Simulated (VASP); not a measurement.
A run of VASP 6.6.1 is set up as follows.

Contents of POSCAR:

```
YbC
1.0
   -0.1213890000      2.4606550000      2.4062020000
    2.5067310000     -0.0943710000      2.3791840000
    2.4705370000      2.3974430000     -0.0581770000
Yb C
1 1
Direct
    0.0475400000      0.9263700000      0.9987180000
    0.5053430000      0.4806120000      0.5415510000
```

File INCAR.step1:

```
SYSTEM = YbC
  ALGO = Normal
  EDIFF = 1E-4
  ENCUT = 520
  GGA = PE
  ISMEAR = -5
  LASPH = .True.
  LCHARG = .False.
  LDAU = .True.
  LDAUJ = 0 0
  LDAUL = 3 -1
  LDAUTYPE = 2
  LDAUU = 4.75 0
  LMAXMIX = 6
  LREAL = .False.
  LWAVE = .True.
  NBANDS = 21
  NELM = 150
  PREC = Accurate
  SIGMA = 0.0157
```

Contents of INCAR.step2:

```
SYSTEM = YbC
  ALGO = Normal
  EDIFF = 1E-7
  ENCUT = 520
  ISIF = 2
  ISMEAR = 1
  ISTART = 1
  LASPH = .True.
  LCHARG = .False.
  LDAU = .True.
  LDAUJ = 0 0
  LDAUL = 3 -1
  LDAUPRINT = 1
  LDAUTYPE = 2
  LDAUU = 4.75 0
  LMAXMIX = 6
  LMIXTAU = .True.
  LORBIT = 10
  LREAL = .False.
  LWAVE = .False.
  METAGGA = R2SCAN
  NBANDS = 21
  NELM = 150
  PREC = Accurate
  SIGMA = 0.0157
```

The input KPOINTS:

```
Automatic mesh
0
Gamma
  6 6 6
  0.5 0 0.5
```

Potentials or basis: VASP PAW PBE potentials, release 64 (Yb, C).

Launch:

```bash
$ cat potpaw_PBE.64/Yb/POTCAR potpaw_PBE.64/C/POTCAR > POTCAR
$ cp INCAR.step1 INCAR
$ mpirun -np 1 vasp_std > vasp.out
$ cp INCAR.step2 INCAR
$ mpirun -np 1 vasp_std > vasp.out
```

Q: Predict the band gap on the k mesh.

A: Zero (bands 14 and 15 overlap by 2.03 eV).

Q: What does it give for the largest force?

A: 0.866 eV/Å.

Q: Predict the pressure.

A: 2.7 GPa.

Stress tensor (GPa, compression positive):
```
 4.73  1.70 -0.12
 1.70 -0.46  0.14
-0.12  0.14  3.78
```

Caveat: the k points lie up to 0.37 Å⁻¹ apart, too coarse for converged energies and pressures of a metal; the PAW data sets were made with another functional, which shifts forces and pressure a little; spin-orbit coupling is left out, which moves the levels of the heavy elements; U without spin polarisation on a metal has little footing. Spin polarisation is off, so any magnetic state and its effect on volume and gap are missing.
